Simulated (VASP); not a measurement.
Set up this calculation in VASP 6.6.1, as the native input.

* Task: relaxation of cell and atoms
* Functional: RPBE
* Potentials or basis: VASP PAW PBE potentials, release 64 (Ga_d)
* Cutoff: 600 eV
* k mesh: 10 × 8 × 7
* Occupations: fermi-dirac, width 0.05 eV
* Spin: no spin polarisation
* Dipole correction: no
* Further INCAR settings: ALGO = Fast; EDIFF = 1e-06; IBRION = 2; EDIFFG = -0.01; NSW = 60; ISIF = 3

The structure of Ga lies in POSCAR:

```
Ga
1.0
    2.7784220849      0.0000000000      0.0000000000
    0.0000000000      3.2816087900      0.0000000000
   -1.3434310986      0.0000000000      3.9902731763
Ga
2
Direct
    0.1345962700      0.7500000000      0.7701668300
    0.8654037300      0.2500000000      0.2298331700
```

The input as run:

INCAR

```
ALGO = Fast ; EDIFF = 1E-6
EDIFFG = -0.01 ; ENCUT = 600
GGA = RP ; IBRION = 2
ISIF = 3 ; ISMEAR = -1
LASPH = True ; LCHARG = False
LREAL = False ; LWAVE = False
NELM = 100 ; NSW = 60
PREC = Accurate ; SIGMA = 0.05
```

KPOINTS

```
k-points
0
Gamma
  10 8 7
```

Potentials or basis: VASP PAW PBE potentials, release 64 (Ga_d).

Command:

```sh
$ cat potpaw_PBE.64/Ga_d/POTCAR > POTCAR
$ mpirun -np 1 vasp_std > vasp.out
```

It gave:

```yaml
Relaxed_volume: 19.98 Å³/atom
Relaxed_cell: a = 2.889 Å, b = 3.309 Å, c = 4.440 Å, α = 90.00°, β = 109.74°, γ = 90.00°
Space_group_after_relaxing_to_0.1_Å: P2_1/m (No. 11)
Energy_gained_by_relaxing: 31.0 meV/atom
Ionic_steps: 26
Pressure_after_relaxing: 0.0 GPa
Largest_force_after_relaxing: 0.010 eV/Å
Band_gap_on_the_k_mesh: zero (bands 13 and 14 overlap by 8.10 eV)
```

Caveat: the PAW data sets were made with another functional, which shifts forces and pressure a little.

It took 28 min on 1 thread of Intel Xeon 8259CL, on a shared host, peak memory 0.27 GiB.
